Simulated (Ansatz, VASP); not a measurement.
# AlN: VASP beside Ansatz

```xyz
12
Lattice="2.2016 -2.2016 0.0000 2.2016 0.0000 -2.2016 9.0265 8.5862 8.8063" Properties=species:S:1:pos:R:3 pbc="T T T"
Al    5.6871    1.2840    3.4856
Al    3.4856    1.2840    1.2840
Al    7.8887    3.4856    3.4856
Al   12.2919    5.6871    5.6871
Al    7.8887    5.6871    5.6871
Al    3.4856   -0.9176   -0.9176
N     6.7879    2.3848    2.3848
N     4.5863    0.1832    2.3848
N     6.7879    4.5863    4.5863
N    11.1911    6.7879    6.7879
N     6.7879    6.7879    6.7879
N     2.3848    0.1832    0.1832
```

Alike in both runs: task single point; functional PBE; k mesh 8 × 8 × 2; occupations gaussian, width 0.05 eV; no spin polarisation.

|  | VASP | Ansatz |
| --- | --- | --- |
| version | VASP 6.6.1 | Ansatz 0.2.0 |
| potentials or method | VASP PAW PBE potentials, release 64 (Al, N), cutoff 520 eV | scalar-relativistic, plane waves, PAW |
| valence electrons in the cell | 48 | 48 |

Ansatz gave:

| Property | Result |
| --- | --- |
| gap on the k mesh at the Fermi level (eV) | 3.16 |
| least direct gap on the mesh (eV) | 3.61 |
| pressure (GPa) | -0.1 |
| traceless stress, the component that is largest in VASP (GPa) | -1.33 |
| rms of the force components (eV/Å) | 0.137 |

Question: Estimate VASP's values.

Answer: gap on the k mesh at the Fermi level (eV): 3.15; least direct gap on the mesh (eV): 3.60; pressure (GPa): -0.4; traceless stress, the component that is largest in VASP (GPa): -1.34; rms of the force components (eV/Å): 0.137.

Atom by atom the forces differ by 0.001 eV/Å (rms over components).
